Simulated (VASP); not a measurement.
Set up this calculation in VASP 6.6.1, as the native input.

```
Task                   : electric field gradients
Functional             : LDA
Potentials or basis    : VASP PAW LDA potentials, release 64 (La, Tl_d)
Cutoff                 : 520 eV
k mesh                 : 8 × 8 × 8
Occupations            : fermi-dirac, width 0.08 eV
Spin                   : no spin polarisation
Dipole correction      : no
Further INCAR settings : ALGO = Normal; EDIFF = 1e-08; NBANDS = 31
```

The structure of La3Tl lies in POSCAR:

```
La3Tl
1.0
    5.0600000000      0.0000000000      0.0000000000
    0.0000000000      5.0600000000      0.0000000000
    0.0000000000      0.0000000000      5.1612000000
La Tl
3 1
Direct
    0.0000000000      0.5000000000      0.5000000000
    0.5000000000      0.0000000000      0.5000000000
    0.5000000000      0.5000000000      0.0000000000
    0.0000000000      0.0000000000      0.0000000000
```

This cell differs from its parent crystal: zz strain of +2 %.

The input as run:

INCAR

```
PREC = Accurate
ENCUT = 520
EDIFF = 1E-8
ISMEAR = -1
SIGMA = 0.08
LREAL = F
LASPH = T
NELM = 100
ALGO = Normal
ISIF = 2
LWAVE = F
LCHARG = F
GGA = CA
LEFG = T
NBANDS = 31
```

KPOINTS

```
regular mesh
0
Gamma
  8 8 8
```

Potentials or basis: VASP PAW LDA potentials, release 64 (La, Tl_d).

Launch:

```sh
$ cat potpaw_LDA.64/La/POTCAR potpaw_LDA.64/Tl_d/POTCAR > POTCAR
$ mpirun -np 1 vasp_std > vasp.out
```

It gave:

```
Pressure                                : -4.3 GPa
Band gap on the k mesh                  : zero (bands 23 and 24 overlap by 0.98 eV)
Largest electric field gradient by atom : La +114.7, +132.2 (each value once); Tl +16.9 V/Å²
```

Caveat: the cell differs from its parent crystal (zz strain of +2 %); the cell stands under tension; without QUAD_EFG the Cq values of the log hold for a quadrupole moment of 1 mb, not for the nuclei; spin-orbit coupling is left out, which moves the levels of the heavy elements.

Wall time 5.5 min on 1 thread of Intel(R) Xeon(R) Platinum 8259CL CPU @ 2.50GHz (Skylake/Cascade Lake) (shared host), peak memory 0.42 GiB.
